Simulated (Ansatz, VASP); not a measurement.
# Two plane-wave programs on SnO2

File INCAR:

```
ALGO = Normal
EDIFF = 1E-6
ENCUT = 600
GGA = PE
GGA_COMPAT = F
ISIF = 2
ISMEAR = 0
LASPH = T
LCHARG = F
LREAL = F
LWAVE = F
NBANDS = 122
NELM = 120
PREC = Accurate
SIGMA = 0.02
```

KPOINTS

```
k-points
0
Gamma
  3 3 3
```

Contents of POSCAR:

```
SnO2
1.0
    4.8271899921     -4.8271899921      0.0000000000
    4.8271899921      4.8271899921      0.0000000000
   -4.8271899921      0.0000000000      6.4763047102
Sn O
8 16
Direct
    0.1250000000      0.6250000000      0.2500000000
    0.3750000000      0.8750000000      0.7500000000
    0.6250000000      0.1250000000      0.2500000000
    0.8750000000      0.3750000000      0.7500000000
    0.0000000000      0.0000000000      0.0000000000
    0.2500000000      0.2500000000      0.5000000000
    0.5000000000      0.5000000000      0.0000000000
    0.7500000000      0.7500000000      0.5000000000
    0.8184234794      0.6250000000      0.2500000000
    0.0684234794      0.8750000000      0.7500000000
    0.3184234794      0.1250000000      0.2500000000
    0.5684234794      0.3750000000      0.7500000000
    0.4315765206      0.6250000000      0.2500000000
    0.6815765206      0.8750000000      0.7500000000
    0.9315765206      0.1250000000      0.2500000000
    0.1815765206      0.3750000000      0.7500000000
    0.0000000000      0.3065765206      0.0000000000
    0.2500000000      0.5565765206      0.5000000000
    0.5000000000      0.8065765206      0.0000000000
    0.7500000000      0.0565765206      0.5000000000
    0.0000000000      0.6934234794      0.0000000000
    0.2500000000      0.9434234794      0.5000000000
    0.5000000000      0.1934234794      0.0000000000
    0.7500000000      0.4434234794      0.5000000000
```

Input for Ansatz:

```yaml
crystal:
  lattice:
    - [4.8271899921, -4.8271899921, 0.0]
    - [4.8271899921, 4.8271899921, 0.0]
    - [-4.8271899921, 0.0, 6.4763047102]
  atoms:
    - { symbol: Sn, position: [0.125, 0.625, 0.25] }
    - { symbol: Sn, position: [0.375, 0.875, 0.75] }
    - { symbol: Sn, position: [0.625, 0.125, 0.25] }
    - { symbol: Sn, position: [0.875, 0.375, 0.75] }
    - { symbol: Sn, position: [0.0, 0.0, 0.0] }
    - { symbol: Sn, position: [0.25, 0.25, 0.5] }
    - { symbol: Sn, position: [0.5, 0.5, 0.0] }
    - { symbol: Sn, position: [0.75, 0.75, 0.5] }
    - { symbol: O, position: [0.8184234794, 0.625, 0.25] }
    - { symbol: O, position: [0.0684234794, 0.875, 0.75] }
    - { symbol: O, position: [0.3184234794, 0.125, 0.25] }
    - { symbol: O, position: [0.5684234794, 0.375, 0.75] }
    - { symbol: O, position: [0.4315765206, 0.625, 0.25] }
    - { symbol: O, position: [0.6815765206, 0.875, 0.75] }
    - { symbol: O, position: [0.9315765206, 0.125, 0.25] }
    - { symbol: O, position: [0.1815765206, 0.375, 0.75] }
    - { symbol: O, position: [0.0, 0.3065765206, 0.0] }
    - { symbol: O, position: [0.25, 0.5565765206, 0.5] }
    - { symbol: O, position: [0.5, 0.8065765206, 0.0] }
    - { symbol: O, position: [0.75, 0.0565765206, 0.5] }
    - { symbol: O, position: [0.0, 0.6934234794, 0.0] }
    - { symbol: O, position: [0.25, 0.9434234794, 0.5] }
    - { symbol: O, position: [0.5, 0.1934234794, 0.0] }
    - { symbol: O, position: [0.75, 0.4434234794, 0.5] }
basis:
  ecutwfc: 420
  xc_grid: 2
kpoints:
  mp_grid: { grid: [3, 3, 3], shift: [0.0, 0.0, 0.0] }
hamiltonian:
  xc: pbe
scf:
  occupations: { method: gaussian, width: 0.02 }
output:
  forces: true
  stress: true
  eigenvalues: true
  write_density: true
  write_potential: true
  elf: true
  volumetric_format: npy
```

Alike in both runs: task single point; functional PBE; k mesh 3 × 3 × 3; occupations gaussian, width 0.02 eV; no spin polarisation.

|  | VASP | Ansatz |
| --- | --- | --- |
| version | VASP 6.6.1 | Ansatz 0.2.0 |
| potentials or method | VASP PAW PBE potentials, release 64 (Sn_d, O), cutoff 600 eV | scalar-relativistic, plane waves, PAW |
| valence electrons in the cell | 208 | 208 |

|  | VASP | Ansatz | Ansatz less VASP |
| --- | --- | --- | --- |
| gap on the k mesh at the Fermi level (eV) | 0.67 | 0.68 | +0.011 |
| least direct gap on the mesh (eV) | 0.67 | 0.68 | +0.011 |
| pressure (GPa) | 0.4 | 0.0 | -0.43 |
| traceless stress, the component that is largest in VASP (GPa) | 0.16 | -0.02 | -0.183 |
| rms of the force components (eV/Å) | 0.007 | 0.000 | -0.0071 |

Atom by atom the forces differ by 0.008 eV/Å (rms over components).
